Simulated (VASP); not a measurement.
NaPr: single point with PBE

NaPr:

```
CELL_PARAMETERS angstrom
0.00000 3.31296 3.31296
3.31296 0.00000 3.31296
3.31296 3.31296 0.00000
ATOMIC_POSITIONS crystal
Na 0.50000 0.50000 0.50000
Pr 0.00000 0.00000 0.00000
```

The cell was generated, and may not be a known phase.

```json
{
 "Program": "VASP 6.6.1",
 "Task": "single point",
 "Functional": "PBE",
 "Potentials or basis": "VASP PAW PBE potentials, release 64 (Na_pv, Pr_3), 4f in core",
 "Cutoff": "500 eV",
 "k mesh": "6 × 6 × 6",
 "Occupations": "gaussian, width 0.1 eV",
 "Spin": "no spin polarisation",
 "Dipole correction": "no",
 "Further INCAR settings": "ALGO = Normal; EDIFF = 1e-06; NBANDS = 16"
}
```

```
Pressure               : 0.3 GPa
Band gap on the k mesh : zero (bands 9 and 10 overlap by 0.71 eV)
```

Levels at points of the mesh, in eV from the Fermi level:
```csv
k point,band 7,band 8,band 9,band 10,band 11,band 12
"(0.00, 0.00, 0.00)",-19.14,-3.55,0.70,0.70,0.70,1.43
"(0.50, 0.00, 0.00)",-19.16,-1.59,-0.22,0.52,0.52,2.47
"(0.50, 0.50, 0.00)",-19.17,-1.33,-0.61,0.53,2.17,2.80
```

Run time: 22 s on 1 thread of Intel(R) Xeon(R) Platinum 8488C (Sapphire Rapids), on a shared host, peak memory 0.2 GiB.

Caveat: spin-orbit coupling is left out, which moves the levels of the heavy elements; the 4f electrons are frozen in the core, so they carry no moment and show no levels. Spin polarisation is off, so any magnetic state and its effect on volume and gap are missing.
